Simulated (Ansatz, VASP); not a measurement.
**Si: VASP beside Ansatz**

The input INCAR:

```
SYSTEM = Si
PREC = Accurate
ENCUT = 520
EDIFF = 1E-6
ISMEAR = 0
SIGMA = 0.1
LREAL = .False.
LASPH = .True.
NELM = 100
ALGO = Normal
ISIF = 2
LWAVE = .False.
LCHARG = .True.
GGA = PE
LELF = .True.
LVHAR = .True.
NBANDS = 21
```

File KPOINTS:

```
regular mesh
0
Gamma
  4 4 4
  0 0 0
```

The input POSCAR:

```
Si
1.0
    2.3451993500     -3.6000603700      0.0000000000
    2.3451993500      3.6000603700      0.0000000000
    0.0000000000      0.0000000000      5.9615516000
Si
6
Direct
    0.5000000000      0.5000000000      0.1913392900
    0.5000000000      0.5000000000      0.8086607100
    0.0000000000      0.5000000000      0.6913391400
    0.5000000000      0.0000000000      0.3086608600
    0.5000000000      0.0000000000      0.6913391400
    0.0000000000      0.5000000000      0.3086608600
```

Input for Ansatz:

```yaml
crystal:
  lattice:
    - [2.34519935, -3.60006037, 0.0]
    - [2.34519935, 3.60006037, 0.0]
    - [0.0, 0.0, 5.9615516]
  atoms:
    - { symbol: Si, position: [0.5, 0.5, 0.19133929] }
    - { symbol: Si, position: [0.5, 0.5, 0.80866071] }
    - { symbol: Si, position: [0.0, 0.5, 0.69133914] }
    - { symbol: Si, position: [0.5, 0.0, 0.30866086] }
    - { symbol: Si, position: [0.5, 0.0, 0.69133914] }
    - { symbol: Si, position: [0.0, 0.5, 0.30866086] }
basis:
  ecutwfc: 420
kpoints:
  mp_grid: { grid: [4, 4, 4] }
hamiltonian:
  xc: pbe
scf:
  occupations: { method: gaussian, width: 0.1 }
  lower_state_search: "off"
output:
  forces: true
  stress: true
  eigenvalues: true
```

Alike in both runs: task single point; functional PBE; k mesh 4 × 4 × 4; occupations gaussian, width 0.1 eV; no spin polarisation.

|  | VASP | Ansatz |
| --- | --- | --- |
| version | VASP 6.6.1 | Ansatz 0.2.0 |
| potentials or method | VASP PAW PBE potentials, release 64 (Si), cutoff 520 eV | scalar-relativistic, plane waves, PAW |
| valence electrons in the cell | 24 | 24 |

```tsv
	VASP	Ansatz	Ansatz less VASP
gap on the k mesh at the Fermi level (eV)	none	none	-
pressure (GPa)	22.8	23.0	+0.14
traceless stress, the component that is largest in VASP (GPa)	-9.07	-9.10	-0.029
rms of the force components (eV/Å)	0.407	0.407	-0.0002
```

Atom by atom the forces differ by 0.002 eV/Å (rms over components). A gap of «none» marks a metal or a gap that the smearing closes. With one functional, cell and mesh, what is left measures potentials, basis and numerics.

The k mesh is coarse, so the values compare programs but aren't converged.
